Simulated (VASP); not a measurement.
Wanted: the native input for a VASP 6.6.1 run.

- Task: single point
- Functional: PBE
- Potentials or basis: VASP PAW PBE potentials, release 64 (Ti_sv, Si)
- Cutoff: 520 eV
- k mesh: 12 × 12 × 12
- Occupations: gaussian, width 0.15 eV
- Spin: no spin polarisation
- Dipole correction: no
- Further INCAR settings: ALGO = Normal; EDIFF = 1e-07; NBANDS = 29

The structure of TiSi2 lies in POSCAR:

```
TiSi2
1.0
    1.8094393971     -6.3849098033      0.0000000000
    1.8094393971      6.3849098033      0.0000000000
    0.0000000000      0.0000000000      3.6512254877
Ti Si
2 4
Direct
    0.8968075259      0.1031924741      0.7500000000
    0.1031924741      0.8968075259      0.2500000000
    0.5591373592      0.4408626408      0.7500000000
    0.4408626408      0.5591373592      0.2500000000
    0.2498287182      0.7501712818      0.7500000000
    0.7501712818      0.2498287182      0.2500000000
```

The input as run:

INCAR

```
ALGO = Normal
EDIFF = 1E-7
ENCUT = 520
GGA = PE
ISIF = 2
ISMEAR = 0
LASPH = T
LCHARG = F
LREAL = F
LWAVE = F
NBANDS = 29
NELM = 80
PREC = Accurate
SIGMA = 0.15
```

KPOINTS

```
k-points
0
Gamma
  12 12 12
```

Potentials or basis: VASP PAW PBE potentials, release 64 (Ti_sv, Si).

Run with:

```sh
$ cat potpaw_PBE.64/Ti_sv/POTCAR potpaw_PBE.64/Si/POTCAR > POTCAR
$ mpirun -np 1 vasp_std > vasp.out
```

Results of the run:

```
Pressure               : 2.1 GPa
Largest force          : 0.730 eV/Å
Band gap on the k mesh : zero (bands 20 and 21 overlap by 0.88 eV)
```

Wall time 9.3 min on 1 thread of Intel(R) Xeon(R) 6975P-C (Granite Rapids), on a shared host, peak memory 0.69 GiB.
